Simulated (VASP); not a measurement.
Write the native input for VASP 6.6.1 that does the following.

* Task: single point
* Functional: HSE06
* Potentials or basis: VASP PAW PBE potentials, release 64 (Na_pv, Ba_sv, Br)
* Cutoff: 520 eV
* k mesh: 2 × 2 × 2
* Occupations: gaussian, width 0.01 eV
* Spin: no spin polarisation
* Dipole correction: no
* Grid for exact exchange (PRECFOCK): Fast
* Further INCAR settings: ALGO = Normal; EDIFF = 1e-06; NBANDS = 27
* Share of exact exchange: 0.25
* Screening parameter: 0.2079 1/Å

BaNaBr3:

```
CELL_PARAMETERS angstrom
6.44839 0.00000 0.00000
0.00000 6.44839 0.00000
0.00000 0.00000 6.22700
ATOMIC_POSITIONS crystal
Na 0.00000 0.00000 0.00000
Ba 0.50000 0.50000 0.50000
Br 0.50000 0.50000 0.00000
Br 0.50000 0.00000 0.50000
Br 0.00000 0.50000 0.50000
```

This cell differs from its parent crystal: epitaxial xy strain +3.0%.

One way to write it, as run:

POSCAR

```
BaNaBr3
1.0
    6.4483889386      0.0000000000      0.0000000000
    0.0000000000      6.4483889386      0.0000000000
    0.0000000000      0.0000000000      6.2270021749
Na Ba Br
1 1 3
Direct
    0.0000000000      0.0000000000      0.0000000000
    0.5000000000      0.5000000000      0.5000000000
    0.5000000000      0.5000000000      0.0000000000
    0.5000000000      0.0000000000      0.5000000000
    0.0000000000      0.5000000000      0.5000000000
```

INCAR.step1

```
SYSTEM = BaNaBr3
PREC = Accurate ; ENCUT = 520
EDIFF = 1E-5 ; ISMEAR = 0
SIGMA = 0.01 ; LREAL = .FALSE.
LASPH = .TRUE. ; NELM = 60
ALGO = Normal ; ISIF = 2
LWAVE = .TRUE. ; LCHARG = .FALSE.
NBANDS = 27 ; GGA = PE
```

INCAR.step2

```
SYSTEM = BaNaBr3
PREC = Accurate ; ENCUT = 520
EDIFF = 1E-6 ; ISMEAR = 0
SIGMA = 0.01 ; LREAL = .FALSE.
LASPH = .TRUE. ; NELM = 60
ALGO = Normal ; ISIF = 2
LWAVE = .FALSE. ; LCHARG = .FALSE.
GGA = PE ; LHFCALC = .TRUE.
HFSCREEN = 0.2079 ; PRECFOCK = Fast
NBANDS = 27 ; ISTART = 1
```

KPOINTS

```
regular mesh
0
G
  2 2 2
  0 0 0
```

Potentials or basis: VASP PAW PBE potentials, release 64 (Na_pv, Ba_sv, Br).

The run is started by

```sh
$ cat potpaw_PBE.64/Na_pv/POTCAR potpaw_PBE.64/Ba_sv/POTCAR potpaw_PBE.64/Br/POTCAR > POTCAR
$ cp INCAR.step1 INCAR
$ mpirun -np 1 vasp_std > vasp.out
$ cp INCAR.step2 INCAR
$ mpirun -np 1 vasp_std > vasp.out
```

Results of the run:

- Pressure: -0.3 GPa
- Band gap on the k mesh: 3.92 eV (least direct gap 4.09 eV)

Caveat: the k points lie up to 0.50 Å⁻¹ apart; the cell differs from its parent crystal (epitaxial xy strain +3.0%); the PAW data sets were made with another functional, which shifts forces and pressure a little; spin-orbit coupling is left out, which moves the levels of the heavy elements.

Run time: 3.4 min on 1 thread of Oxide Virtual Turin-like Processor (shared host), peak memory 0.44 GiB.
